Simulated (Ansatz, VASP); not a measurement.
Be2Cd2O: VASP beside Ansatz

```
Be Cd O
1.0
    -2.08475    2.08475    6.34506
     2.08475   -2.08475    6.34506
     2.08475    2.08475   -6.34506
Be Cd O
2 2 1
Direct
  0.11192 0.11192 0.00000
  0.88808 0.88808 0.00000
  0.25000 0.75000 0.50000
  0.75000 0.25000 0.50000
  0.00000 0.00000 0.00000
```

Change from the starting cell: species swapped into the EuFe2As2 type (Fmmm, No. 69).

Alike in both runs: functional PBE; k mesh 12 × 12 × 12; occupations gaussian, width 0.1 eV; no spin polarisation.

Ansatz relaxed the structure, and its values are those at the end. VASP's run is a single point on that final structure, the one shown.

```csv
,VASP,Ansatz
version,VASP 6.6.1,Ansatz 0.2.0
potentials or method,"VASP PAW PBE potentials, release 64 (Be, Cd, O), cutoff 520 eV","scalar-relativistic, plane waves, PAW"
valence electrons in the cell,34,50
```

|  | VASP | Ansatz | Ansatz less VASP |
| --- | --- | --- | --- |
| gap on the k mesh at the Fermi level (eV) | none | none | - |
| pressure (GPa) | 0.0 | 0.0 | -0.01 |
| rms of the force components (eV/Å) | 0.021 | 0.001 | -0.0196 |

A gap of «none» marks a metal or a gap that the smearing closes. VASP's potentials hold 34 valence electrons a cell and Ansatz's 50, so a difference there can come from the potentials and not from the codes.
